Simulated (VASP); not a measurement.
# AgCl (I4/mmm) in VASP: single point with PBE

Aim: the single point of AgCl with PBE.

Program: VASP 6.6.1. These are calculated values, not measurements. Logs are shortened: lines on timing, memory, paths and dates and some standing lists are left out, and cuts for length are marked.

## (1) The cell of the first run

Symmetry: I4/mmm, No. 139, tetragonal system. Conventional cell: a = 3.922 Å, b = 3.922 Å, c = 5.324 Å, α = 90.00°, β = 90.00°, γ = 90.00°. Ag (site symmetry 4/mmm) has 6 Cl at 2.66 to 2.77 Å within 3.5 Å. Cl (site symmetry 4/mmm) has 6 Ag at 2.66 to 2.77 Å within 3.5 Å.

## (2) Single point, PBE (strain -0.0400 x Voigt [0, 1, 0, 0, 0, 0])

INCAR reads:

```
PREC     = Accurate       # precision mode
ENCUT    = 520            # plane-wave cutoff, eV
EDIFF    = 1E-6           # SCF threshold, eV
ISMEAR   = 0              # smearing method
SIGMA    = 0.05           # smearing width, eV
LREAL    = F              # projectors in reciprocal space
LASPH    = T              # aspherical terms in the spheres
NELM     = 100            # most SCF steps
ALGO     = Normal         # electronic algorithm
ISIF     = 2              # what is computed and relaxed
LWAVE    = F              # write WAVECAR
LCHARG   = F              # write CHGCAR
GGA      = PE             # functional
NBANDS   = 16             # bands
```

KPOINTS reads:

```
regular mesh
0
Gamma
  8 8 8
```

POSCAR reads:

```
AgCl
1.0
    0.0000000000      2.6622240000      2.7731500000
    2.7731500000      0.0000000000      2.7731500000
    2.7731500000      2.6622240000      0.0000000000
Ag Cl
1 1
Direct
    0.5000000000      0.5000000000      0.5000000000
    0.0000000000      0.0000000000      0.0000000000
```

Potentials or basis: VASP PAW PBE potentials, release 64 (Ag, Cl).

On the command line:

```console
cat potpaw_PBE.64/Ag/POTCAR potpaw_PBE.64/Cl/POTCAR > POTCAR
mpirun -np 1 vasp_std > vasp.out
```

OUTCAR:

```text
PREC = Accurate
   ENCUT = 520
   EDIFF = 1E-6
   ISMEAR = 0
   LREAL = F
   LASPH = T
   NELM = 100
   ISIF = 2
   GGA = PE

 ion  position               nearest neighbor table
   1  0.500  0.500  0.500-   2 2.66   2 2.66   2 2.77   2 2.77   2 2.77   2 2.77
   2  0.000  0.000  0.000-   1 2.66   1 2.66   1 2.77   1 2.77   1 2.77   1 2.77

  LATTYP: Found a body centered tetragonal cell.
 ALAT       =     3.9218263405
 C/A-ratio  =     1.3576450199

  Lattice vectors:

 A1 = (   0.0000000000,  -2.6622240000,   2.7731500000)
 A2 = (   0.0000000000,  -2.6622240000,  -2.7731500000)
 A3 = (   2.7731500000,   2.6622240000,   0.0000000000)

Analysis of symmetry for initial positions (statically):
=====================================================================
 Subroutine PRICEL returns:
 Original cell was already a primitive cell.

 Routine SETGRP: Setting up the symmetry group for a
 body centered tetragonal supercell.

 Subroutine GETGRP returns: Found 16 space group operations
 (whereof 16 operations were pure point group operations)
 out of a pool of 16 trial point group operations.

The static configuration has the point symmetry D_4h.

Analysis of symmetry for dynamics (positions and initial velocities):
=====================================================================
 Subroutine PRICEL returns:
 Original cell was already a primitive cell.

 Routine SETGRP: Setting up the symmetry group for a
 body centered tetragonal supercell.

 Subroutine GETGRP returns: Found 16 space group operations
 (whereof 16 operations were pure point group operations)
 out of a pool of 16 trial point group operations.

The dynamic configuration has the point symmetry D_4h.

 Subroutine INISYM returns: Found 16 space group operations
 (whereof 16 operations are pure point group operations),
 and found     1 'primitive' translations

----------------------------------------------------------------------------------------

                                     Primitive cell

  volume of cell :      40.9469

  direct lattice vectors                    reciprocal lattice vectors
     0.000000000  2.662224000  2.773150000    -0.180300380  0.187812896  0.180300380
     2.773150000  0.000000000  2.773150000     0.180300380 -0.187812896  0.180300380
     2.773150000  2.662224000  0.000000000     0.180300380  0.187812896 -0.180300380

  length of vectors
     3.844190103  3.921826340  3.844190103     0.316686183  0.316686183  0.316686183

  position of ions in fractional coordinates (direct lattice)
     0.500000000  0.500000000  0.500000000
     0.000000000  0.000000000  0.000000000

  ion indices of the primitive-cell ions
   primitive index   ion index
                 1           1
                 2           2

----------------------------------------------------------------------------------------

 KPOINTS: regular mesh

Automatic generation of k-mesh.
 Grid dimensions read from file:
 generate k-points for:    8    8    8

 Generating k-lattice:

  Cartesian coordinates                     Fractional coordinates (reciprocal lattice)
    -0.022537548  0.023476612  0.022537548     0.125000000  0.000000000 -0.000000000
     0.022537548 -0.023476612  0.022537548     0.000000000  0.125000000  0.000000000
     0.022537548  0.023476612 -0.022537548    -0.000000000  0.000000000  0.125000000

  Length of vectors
     0.039585773  0.039585773  0.039585773

  Shift w.r.t. Gamma in fractional coordinates (k-lattice)
     0.000000000  0.000000000  0.000000000

 Subroutine IBZKPT returns following result:
 ===========================================

 Found     59 irreducible k-points:

 Following reciprocal coordinates:
            Coordinates               Weight
  0.000000  0.000000  0.000000      1.000000
  0.125000  0.000000 -0.000000      8.000000
  0.250000  0.000000 -0.000000      8.000000
  0.375000  0.000000  0.000000      8.000000
  0.500000  0.000000 -0.000000      4.000000
  0.125000  0.125000  0.000000      4.000000
[... 16 lines left out ...]
  0.250000  0.000000  0.125000      8.000000
  0.375000  0.000000  0.125000      8.000000
 [... further k-points ...]
   k-points           NKPTS =     59   k-points in BZ     NKDIM =     59   number of bands    NBANDS=     16
   number of dos      NEDOS =    301   number of ions     NIONS =      2
   total plane-waves  NPLWV =  27000
   dimension x,y,z NGX =    30 NGY =   30 NGZ =   30
   dimension x,y,z NGXF=    60 NGYF=   60 NGZF=   60
   ions per type =               1   1
   NGX,Y,Z   is equivalent  to a cutoff of  12.97, 12.72, 12.97 a.u.
   NGXF,Y,Z  is equivalent  to a cutoff of  25.95, 25.43, 25.95 a.u.
 SYSTEM =  unknown system
   PREC   = accura    normal or accurate (medium, high low for compatibility)
   ISTART =      0    job   : 0-new  1-cont  2-samecut
   ICHARG =      2    charge: 1-file 2-atom 10-const
   ISPIN  =      1    spin polarized calculation?
   LNONCOLLINEAR =      F non collinear calculations
   LSORBIT =      F    spin-orbit coupling
   LASPH  =      T    aspherical Exc in radial PAW
   ENCUT  =  520.0 eV  38.22 Ry    6.18 a.u.   7.15  7.29  7.15*2*pi/ulx,y,z
   NELM   =    100;   NELMIN=  2; NELMDL= -5     # of ELM steps
   EDIFF  = 0.1E-05   stopping-criterion for ELM
   LREAL  =      F    real-space projection
   EDIFFG = 0.1E-04   stopping-criterion for IOM
   NSW    =      0    number of steps for IOM
   IBRION =     -1    ionic relax: 0-MD 1-quasi-New 2-CG
   NFREE  =      0    steps in history (QN), initial steepest desc. (CG)
   ISIF   =      2    stress and relaxation
   ISYM   =      2    0-nonsym 1-usesym 2-fastsym
   POTIM  = 0.5000    time-step for ionic-motion
   TEBEG  =    0.0;   TEEND  =   0.0 temperature during run
   PSTRESS=    0.0 pullay stress
   NELECT =      18.0000    total number of electrons
   NUPDOWN=      -1.0000    fix difference up-down
   EMIN   =  10.00;   EMAX   =-10.00  energy-range for DOS
   EFERMI =   0.00;   METHOD = LEGACY
   ISMEAR =     0;   SIGMA  =   0.05  broadening in eV -4-tet -1-fermi 0-gaus
   EFERMI_NEDOS =   21; number of points for ismear=-14 and -15
   IALGO  =     38    algorithm
   IMIX   =      4    mixing-type and parameters
     AMIX     =   0.40;   BMIX     =  1.00
     AMIX_MAG =   1.60;   BMIX_MAG =  1.00
  volume/ion in A,a.u.               =      20.47       138.16
  Fermi-wavevector in a.u.,A,eV,Ry     =   1.244778  2.352289 21.081849  1.549472
  Thomas-Fermi vector in A             =   2.379030
   LORBIT       =      0    0 simple, 1 ext, 2 COOP (PROOUT), +10 PAW based schemes
   GGA     = PE    functional components
   LHFCALC =     F    Hartree Fock is set to
   AEXX    =    0.0000 exact exchange contribution
   IVDW    =     0    specifies the selected vdW correction
   LEPSILON=     F    determine dielectric tensor
   LRPA    =     F    only Hartree local field effects (RPA)
 non-spin polarized calculation
 Gauss-broadening in eV      SIGMA  =   0.05
  energy-cutoff  :      520.00
  volume of cell :       40.95
 maximum number of plane-waves:      1120
 NGX is ok and might be reduce to    30
   NGX = 15   NGY = 15   NGZ = 15

 number of electron      18.0000005 magnetization

 Free energy of the ion-electron system (eV)
  ---------------------------------------------------
  ext. energy  EPLUGINS =         0.00000000
  ---------------------------------------------------
  free energy    TOTEN  =        -5.36091898 eV

  energy without entropy =       -5.36091898  energy(sigma->0) =       -5.36091898

 E-fermi :   4.7183     XC(G=0): -10.1786

 val. band max:        4.4779220594   @ k =   0.5000   0.0000  -0.0000
 cond. band min:       5.2642683661   @ k =   0.0000   0.0000   0.0000
 fundamental gap:      0.7863463067
 Fermi energy:         4.7183414438

 k-point     1 :       0.0000    0.0000    0.0000
  band No.  band energies     occupation
      1     -11.0913      2.00000
      2       1.6932      2.00000
      3       1.6932      2.00000
      4       1.7481      2.00000
      5       1.7620      2.00000
      6       1.7793      2.00000
[... 8 lines left out ...]
     15      17.5821      0.00000
     16      17.5821      0.00000

 k-point     2 :       0.1250    0.0000   -0.0000
  band No.  band energies     occupation
      1     -11.0240      2.00000
      2       0.9117      2.00000
      3       1.0355      2.00000
      4       1.0765      2.00000
      5       1.7664      2.00000
      6       1.8158      2.00000
[... 8 lines left out ...]
     15      16.5351      0.00000
     16      17.3182      0.00000

 k-point     3 :       0.2500    0.0000   -0.0000
  band No.  band energies     occupation
      1     -10.8540      2.00000
      2      -0.1391      2.00000
      3       0.3764      2.00000
      4       0.4818      2.00000
      5       1.9195      2.00000
      6       1.9419      2.00000
[... 8 lines left out ...]
     15      16.6634      0.00000
     16      17.2039      0.00000

 k-point     4 :       0.3750    0.0000    0.0000
  band No.  band energies     occupation
      1     -10.6719      2.00000
      2      -0.9616      2.00000
      3      -0.0210      2.00000
      4       0.1018      2.00000
      5       2.0720      2.00000
      6       2.0810      2.00000
[... 8 lines left out ...]
     15      17.5827      0.00000
     16      17.5953      0.00000
[... 324 lines left out ...]
 k-point    22 :       0.1250    0.0000    0.1250
  band No.  band energies     occupation
      1     -10.9935      2.00000
      2       0.3017      2.00000
      3       1.2707      2.00000
      4       1.2707      2.00000
      5       1.7425      2.00000
      6       1.8147      2.00000
[... 8 lines left out ...]
     15      18.0521      0.00000
     16      18.5598      0.00000

 k-point    23 :       0.2500    0.0000    0.1250
  band No.  band energies     occupation
      1     -10.8578      2.00000
      2      -0.3285      2.00000
      3       0.7264      2.00000
      4       0.8095      2.00000
      5       1.7825      2.00000
      6       1.9468      2.00000
[... 8 lines left out ...]
     15      17.7789      0.00000
     16      18.5897      0.00000

 k-point    24 :       0.3750    0.0000    0.1250
  band No.  band energies     occupation
      1     -10.6882      2.00000
      2      -0.8417      2.00000
      3       0.1273      2.00000
      4       0.3349      2.00000
      5       1.9198      2.00000
      6       2.1098      2.00000
[... 8 lines left out ...]
     15      18.2481      0.00000
     16      18.5777      0.00000

 [... further k-points ...]

------------------------ aborting loop because EDIFF is reached ----------------------------------------

  FORCE on cell =-STRESS in cart. coord.  units (eV):
  Direction    XX          YY          ZZ          XY          YZ          ZX
  --------------------------------------------------------------------------------------
  -------------------------------------------------------------------------------------
  Total        0.8632425      1.2687824      0.8632425      0.0000000     -0.0000000      0.0000000
  in kB       33.7770779     49.6451040     33.7770779      0.0000000     -0.0000000      0.0000000
  external PRESSURE =      39.0664200 kB  Pullay stress =       0.0000000 kB

 VOLUME and BASIS-vectors are now :
 -----------------------------------------------------------------------------
  energy-cutoff  :      520.00
  volume of cell :       40.95
      direct lattice vectors                 reciprocal lattice vectors
     0.000000000  2.662224000  2.773150000    -0.180300380  0.187812896  0.180300380
     2.773150000  0.000000000  2.773150000     0.180300380 -0.187812896  0.180300380
     2.773150000  2.662224000  0.000000000     0.180300380  0.187812896 -0.180300380

 POSITION                                       TOTAL-FORCE (eV/Angst)
 -----------------------------------------------------------------------------------
      2.77315      2.66222      2.77315         0.000000      0.000000     -0.000000
      0.00000      0.00000      0.00000        -0.000000      0.000000      0.000000
 -----------------------------------------------------------------------------------
    total drift:                                0.000000      0.000000      0.000000

  FREE ENERGIE OF THE ION-ELECTRON SYSTEM (eV)
  ---------------------------------------------------
  free  energy   TOTEN  =        -5.3609189805 eV

  energy  without entropy=       -5.3609189805  energy(sigma->0) =       -5.36091898
```

It took 21 s on 1 thread of Intel Xeon Platinum 8488C (Sapphire Rapids), shared host; peak memory 0.18 GiB.

What came out:

* Free energy: -5.3609 eV
* Pressure: 3.9 GPa
* Band gap on the k mesh: 0.79 eV (least direct gap 3.33 eV)

Caveat: the cell differs from its parent crystal (strain -0.0400 x Voigt [0, 1, 0, 0, 0, 0]); the cell stands under pressure; semilocal functionals underestimate gaps, and a narrow one can read as zero. A k mesh can miss the band edges.
